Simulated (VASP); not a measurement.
# PbF2 (R3m) in VASP: further runs, part 2 of 2

VASP 6.6.1. Earlier steps stand in the parts before.

## Step 3: Single point, PBE

Contents of INCAR:

```
  PREC = Accurate
  ENCUT = 520
  EDIFF = 1E-6
  ISMEAR = 0
  SIGMA = 0.05
  LREAL = F
  LASPH = T
  NELM = 100
  ALGO = Normal
  ISIF = 2
  LWAVE = F
  LCHARG = T
  GGA = PE
  LELF = T
  LVHAR = T
  NBANDS = 21
```

Contents of KPOINTS:

```
Automatic mesh
0
Gamma
  8 8 8
```

Contents of POSCAR:

```
PbF2
1.0
    0.0000000000      2.9698500000      2.9698500000
    2.9698500000      0.0000000000      2.9698500000
    2.9698500000      2.9698500000      0.0000000000
Pb F
1 2
Direct
   -0.1093521647      0.0364507216      0.0364507216
    0.2500000000      0.2500000000      0.2500000000
    0.7500000000      0.7500000000      0.7500000000
```

Potentials or basis: VASP PAW PBE potentials, release 64 (Pb_d, F).

On the command line:

```sh
$ cat potpaw_PBE.64/Pb_d/POTCAR potpaw_PBE.64/F/POTCAR > POTCAR
$ mpirun -np 1 vasp_std > vasp.out
```

OUTCAR:

```text
PREC = Accurate
   ENCUT = 520
   EDIFF = 1E-6
   ISMEAR = 0
   LREAL = F
   LASPH = T
   NELM = 100
   ISIF = 2
   GGA = PE

 ion  position               nearest neighbor table
   1  0.891  0.036  0.036-   2 2.20   3 2.47   3 2.47   3 2.47   2 2.72   2 2.72   2 2.72   3 2.95

   2  0.250  0.250  0.250-   1 2.20   1 2.72   1 2.72   1 2.72
   3  0.750  0.750  0.750-   1 2.47   1 2.47   1 2.47   1 2.95

  LATTYP: Found a face centered cubic cell.
 ALAT       =     5.9397000000

  Lattice vectors:

 A1 = (   0.0000000000,   2.9698500000,   2.9698500000)
 A2 = (   2.9698500000,   0.0000000000,   2.9698500000)
 A3 = (   2.9698500000,   2.9698500000,   0.0000000000)

Analysis of symmetry for initial positions (statically):
=====================================================================
 Subroutine PRICEL returns:
 Original cell was already a primitive cell.

 Routine SETGRP: Setting up the symmetry group for a
 face centered cubic supercell.

 Subroutine GETGRP returns: Found  6 space group operations
 (whereof  6 operations were pure point group operations)
 out of a pool of 48 trial point group operations.

The static configuration has the point symmetry C_3v.

Analysis of symmetry for dynamics (positions and initial velocities):
=====================================================================
 Subroutine PRICEL returns:
 Original cell was already a primitive cell.

 Routine SETGRP: Setting up the symmetry group for a
 face centered cubic supercell.

 Subroutine GETGRP returns: Found  6 space group operations
 (whereof  6 operations were pure point group operations)
 out of a pool of 48 trial point group operations.

The dynamic configuration has the point symmetry C_3v.

 Subroutine INISYM returns: Found  6 space group operations
 (whereof  6 operations are pure point group operations),
 and found     1 'primitive' translations

[... 108 lines left out ...]
   NUPDOWN=      -1.0000    fix difference up-down
   EMIN   =  10.00;   EMAX   =-10.00  energy-range for DOS
   EFERMI =   0.00;   METHOD = LEGACY
   ISMEAR =     0;   SIGMA  =   0.05  broadening in eV -4-tet -1-fermi 0-gaus
   EFERMI_NEDOS =   21; number of points for ismear=-14 and -15
   IALGO  =     38    algorithm
   IMIX   =      4    mixing-type and parameters
     AMIX     =   0.40;   BMIX     =  1.00
     AMIX_MAG =   1.60;   BMIX_MAG =  1.00
  volume/ion in A,a.u.               =      17.46       117.84
  Fermi-wavevector in a.u.,A,eV,Ry     =   1.328566  2.510625 24.015460  1.765086
  Thomas-Fermi vector in A             =   2.457794
   LORBIT       =      0    0 simple, 1 ext, 2 COOP (PROOUT), +10 PAW based schemes
   GGA     = PE    functional components
   LHFCALC =     F    Hartree Fock is set to
   AEXX    =    0.0000 exact exchange contribution
   IVDW    =     0    specifies the selected vdW correction
   LEPSILON=     F    determine dielectric tensor
   LRPA    =     F    only Hartree local field effects (RPA)
 non-spin polarized calculation
 Gauss-broadening in eV      SIGMA  =   0.05
  energy-cutoff  :      520.00
  volume of cell :       52.39
 maximum number of plane-waves:      1424
   NGX = 15   NGY = 15   NGZ = 15

 number of electron      28.0000012 magnetization

 Free energy of the ion-electron system (eV)
  ---------------------------------------------------
  ext. energy  EPLUGINS =         0.00000000
  ---------------------------------------------------
  free energy    TOTEN  =       -14.17302757 eV

  energy without entropy =      -14.17302757  energy(sigma->0) =      -14.17302757

 E-fermi :   2.1662     XC(G=0):  -9.3524

 val. band max:        1.9187075489   @ k =  -0.2500   0.5000   0.2500
 cond. band min:       6.3971335066   @ k =   0.5000   0.5000   0.0000
 fundamental gap:      4.4784259576
 Fermi energy:         2.1662485296

 k-point     1 :       0.0000    0.0000    0.0000
  band No.  band energies     occupation
      1     -19.4688      2.00000
      2     -18.8634      2.00000
      3     -12.5524      2.00000
      4     -12.5524      2.00000
      5     -12.4680      2.00000
      6     -12.4680      2.00000
[... 565 lines left out ...]
     20      16.2249      0.00000
     21      17.8548      0.00000

 [... further k-points ...]
[... 5 lines left out ...]
  --------------------------------------------------------------------------------------
  -------------------------------------------------------------------------------------
  Total        1.8251542      1.8251542      1.8251542     -0.6309042      0.6309042     -0.6309042
  in kB       55.8182984     55.8182984     55.8182984    -19.2948087     19.2948087    -19.2948087
  external PRESSURE =      55.8182984 kB  Pullay stress =       0.0000000 kB

 VOLUME and BASIS-vectors are now :
 -----------------------------------------------------------------------------
  energy-cutoff  :      520.00
  volume of cell :       52.39
      direct lattice vectors                 reciprocal lattice vectors
     0.000000000  2.969850000  2.969850000    -0.168358671  0.168358671  0.168358671
     2.969850000  0.000000000  2.969850000     0.168358671 -0.168358671  0.168358671
     2.969850000  2.969850000  0.000000000     0.168358671  0.168358671 -0.168358671

 POSITION                                       TOTAL-FORCE (eV/Angst)
 -----------------------------------------------------------------------------------
      0.21651      2.75334      2.75334        -0.705666      0.705666      0.705666
      1.48493      1.48493      1.48493         0.611654     -0.611654     -0.611654
      4.45477      4.45477      4.45477         0.094012     -0.094012     -0.094012
 -----------------------------------------------------------------------------------
    total drift:                               -0.000049      0.000050      0.000050

  FREE ENERGIE OF THE ION-ELECTRON SYSTEM (eV)
  ---------------------------------------------------
  free  energy   TOTEN  =       -14.1730275690 eV

  energy  without entropy=      -14.1730275690  energy(sigma->0) =      -14.17302757
```

stdout:

```text
POSCAR found type information on POSCAR PbF
 POSCAR found :  2 types and       3 ions
 scaLAPACK will be used
 LDA part: xc-table for (Slater+PW92), standard interpolation
 POSCAR, INCAR and KPOINTS ok, starting setup
 FFT: planning ... GRIDC
 FFT: planning ... GRID_SOFT
 FFT: planning ... GRID
 WAVECAR not read
 entering main loop
```

Run time: 95 s. Hardware: 1 thread of AMD EPYC 7R13, shared host; peak memory 0.18 GiB.

Results:

| Item | Value |
| --- | --- |
| Free energy | -14.1730 eV |
| Pressure | 5.6 GPa |
| Largest force | 1.222 eV/Å |
| Band gap on the k mesh | 4.48 eV, indirect (least direct gap 4.70 eV) |

Forces on the atoms (eV/Å):
```
Pb  -0.706  0.706  0.706
F    0.612 -0.612 -0.612
F    0.094 -0.094 -0.094
```

Caveat: the cell differs from its parent crystal (all Pb atoms moved +0.375 Å, as atom 1 towards its neighbour atom 2 (F) at 2.572 Å); spin-orbit coupling is left out, which moves the levels of the heavy elements; forces of over 1 eV/Å act on the atoms, so gaps and moduli don't describe the material at rest.

## Step 4: Single point, PBE

Contents of INCAR:

```
SYSTEM = PbF2
PREC = Accurate ; ENCUT = 520
EDIFF = 1E-7 ; ISMEAR = 0
SIGMA = 0.05 ; LREAL = .False.
LASPH = .True. ; NELM = 100
ALGO = Normal ; ISIF = 2
LWAVE = .False. ; LCHARG = .True.
GGA = PE ; LELF = .True.
LVHAR = .True. ; NBANDS = 21
```

Contents of KPOINTS:

```
regular mesh
0
Gamma
  8 8 8
  0 0 0
```

POSCAR, as its differences from that of step 3:

```diff
@@ -8,3 +8,3 @@
 Direct
-   -0.1093521647      0.0364507216      0.0364507216
+    0.0729014432     -0.0243004811     -0.0243004811
     0.2500000000      0.2500000000      0.2500000000
```

On the command line:

```sh
$ cat potpaw_PBE.64/Pb_d/POTCAR potpaw_PBE.64/F/POTCAR > POTCAR
$ mpirun -np 1 vasp_std > vasp.out
```

Wall time 2.2 min (1 thread of AMD EPYC 7R13, shared host); peak memory 0.18 GiB.

It converged, with:

```
Free energy            : -14.2800 eV
Pressure               : 3.5 GPa
Largest force          : 0.562 eV/Å
Band gap on the k mesh : 4.45 eV, indirect (least direct gap 4.63 eV)
```

Forces on the atoms (eV/Å):
```
Pb   0.325 -0.325 -0.325
F   -0.069  0.069  0.069
F   -0.255  0.255  0.255
```

Stress tensor (GPa, compression positive):
```
 3.49 -0.71 -0.71
-0.71  3.49  0.71
-0.71  0.71  3.49
```

Levels at points of the mesh, in eV from the valence-band top:
```csv
k point,band 10,band 11,band 12,band 13,band 14,band 15,band 16,band 17,band 18,band 19
"(0.00, 0.00, 0.00)",-2.58,-2.58,-1.99,-1.99,-1.93,6.75,6.75,7.07,10.51,14.98
"(0.50, 0.00, 0.00)",-2.74,-2.74,-2.21,-2.21,-0.08,5.10,7.63,7.63,13.03,13.67
"(0.00, 0.50, 0.00)",-2.82,-2.77,-2.18,-2.13,-0.06,4.96,7.63,7.84,13.09,13.72
"(0.50, 0.50, 0.00)",-3.50,-1.76,-1.65,-1.51,-0.18,4.45,7.77,7.88,9.10,14.02
```

Caveat: the cell differs from its parent crystal (all Pb atoms moved -0.250 Å, as atom 1 towards its neighbour atom 2 (F) at 2.572 Å); spin-orbit coupling is left out, which moves the levels of the heavy elements.

## Step 5: Single point, PBE

Contents of INCAR:

```
SYSTEM = PbF2
  PREC = Accurate
  ENCUT = 520
  EDIFF = 1E-7
  ISMEAR = 0
  SIGMA = 0.05
  LREAL = .FALSE.
  LASPH = .TRUE.
  NELM = 100
  ALGO = Normal
  ISIF = 2
  LWAVE = .FALSE.
  LCHARG = .FALSE.
  GGA = PE
  NBANDS = 21
```

Contents of KPOINTS:

```
Automatic mesh
0
G
  8 8 8
  0 0 0
```

POSCAR, as its differences from that of step 4:

```diff
@@ -8,3 +8,3 @@
 Direct
-    0.0729014432     -0.0243004811     -0.0243004811
+   -0.0364507216      0.0121502405      0.0121502405
     0.2500000000      0.2500000000      0.2500000000
```

On the command line:

```sh
$ cat potpaw_PBE.64/Pb_d/POTCAR potpaw_PBE.64/F/POTCAR > POTCAR
$ mpirun -np 1 vasp_std > vasp.out
```

It took 2 min on 1 thread of AMD EPYC 7R13, shared host; peak memory 0.18 GiB.

Results (log left out):

```
Free energy            : -14.3264 eV
Pressure               : 2.4 GPa
Largest force          : 0.215 eV/Å
Band gap on the k mesh : 4.43 eV, indirect (least direct gap 4.58 eV)
```

Forces on the atoms (eV/Å):
```
Pb  -0.124  0.124  0.124
F    0.082 -0.082 -0.082
F    0.042 -0.042 -0.042
```

Stress tensor (GPa, compression positive):
```
 2.35 -0.16 -0.16
-0.16  2.35  0.16
-0.16  0.16  2.35
```

Levels at points of the mesh, in eV from the valence-band top:
```
           k point  band 10  band 11  band 12  band 13  band 14  band 15  band 16  band 17  band 18  band 19
(0.00, 0.00, 0.00)    -2.47    -2.47    -1.95    -1.95    -1.93     6.76     6.76     6.85    10.60    15.10
(0.50, 0.00, 0.00)    -2.66    -2.66    -2.13    -2.13    -0.04     5.05     7.65     7.65    13.16    13.72
(0.00, 0.50, 0.00)    -2.68    -2.67    -2.12    -2.11    -0.03     5.01     7.64     7.70    13.18    13.73
(0.50, 0.50, 0.00)    -3.50    -1.61    -1.55    -1.48    -0.16     4.43     7.85     7.88     9.01    14.13
```

Caveat: the cell differs from its parent crystal (all Pb atoms moved +0.125 Å, as atom 1 towards its neighbour atom 2 (F) at 2.572 Å); spin-orbit coupling is left out, which moves the levels of the heavy elements. A k mesh can miss the band edges.

## Step 6: Single point, PBE

Contents of INCAR:

```
SYSTEM = PbF2
PREC     = Accurate       ! precision mode
ENCUT    = 520            ! plane-wave cutoff, eV
EDIFF    = 1E-6           ! SCF threshold, eV
ISMEAR   = 0              ! smearing method
SIGMA    = 0.05           ! smearing width, eV
LREAL    = .False.        ! projectors in reciprocal space
LASPH    = .True.         ! aspherical terms in the spheres
NELM     = 100            ! most SCF steps
ALGO     = Normal         ! electronic algorithm
ISIF     = 2              ! what is computed and relaxed
LWAVE    = .False.        ! write WAVECAR
LCHARG   = .False.        ! write CHGCAR
GGA      = PE             ! functional
NBANDS   = 21             ! bands
```

Contents of KPOINTS:

```
Automatic mesh
0
Gamma
  8 8 8
  0 0 0
```

POSCAR, as its differences from that of step 5:

```diff
@@ -8,3 +8,3 @@
 Direct
-   -0.0364507216      0.0121502405      0.0121502405
+   -0.1275775255      0.0425258418      0.0425258418
     0.2500000000      0.2500000000      0.2500000000
```

Potentials or basis: VASP PAW PBE potentials, release 64 (Pb_d, F).

On the command line:

```sh
$ cat potpaw_PBE.64/Pb_d/POTCAR potpaw_PBE.64/F/POTCAR > POTCAR
$ mpirun -np 1 vasp_std > vasp.out
```

Run time: 2.1 min. Hardware: 1 thread of AMD EPYC 7R13, shared host; peak memory 0.18 GiB.

The run converged. Its results:

```yaml
Free_energy: -14.0808 eV
Pressure: 7.1 GPa
Largest_force: 1.758 eV/Å
Band_gap_on_the_k_mesh: 4.49 eV, indirect (least direct gap 4.73 eV)
```

Forces on the atoms (eV/Å):
```
Pb  -1.015  1.015  1.015
F    0.908 -0.908 -0.908
F    0.107 -0.107 -0.107
```

Stress tensor (GPa, compression positive):
```
 7.12 -2.93 -2.93
-2.93  7.12  2.93
-2.93  2.93  7.12
```

Levels at points of the mesh, in eV from the valence-band top:
| k point | band 12 | band 13 | band 14 | band 15 | band 16 | band 17 |
| --- | --- | --- | --- | --- | --- | --- |
| (0.00, 0.00, 0.00) | -2.18 | -2.18 | -2.01 | 6.70 | 6.70 | 7.65 |
| (0.50, 0.00, 0.00) | -2.46 | -2.46 | -0.18 | 5.23 | 7.59 | 7.59 |
| (0.00, 0.50, 0.00) | -2.42 | -2.20 | -0.11 | 4.82 | 7.59 | 8.21 |
| (0.50, 0.50, 0.00) | -1.93 | -1.67 | -0.24 | 4.49 | 7.59 | 7.86 |

Caveat: the cell differs from its parent crystal (all Pb atoms moved +0.438 Å, as atom 1 towards its neighbour atom 2 (F) at 2.572 Å); spin-orbit coupling is left out, which moves the levels of the heavy elements; forces of over 1 eV/Å act on the atoms, so gaps and moduli don't describe the material at rest. A k mesh can miss the band edges.
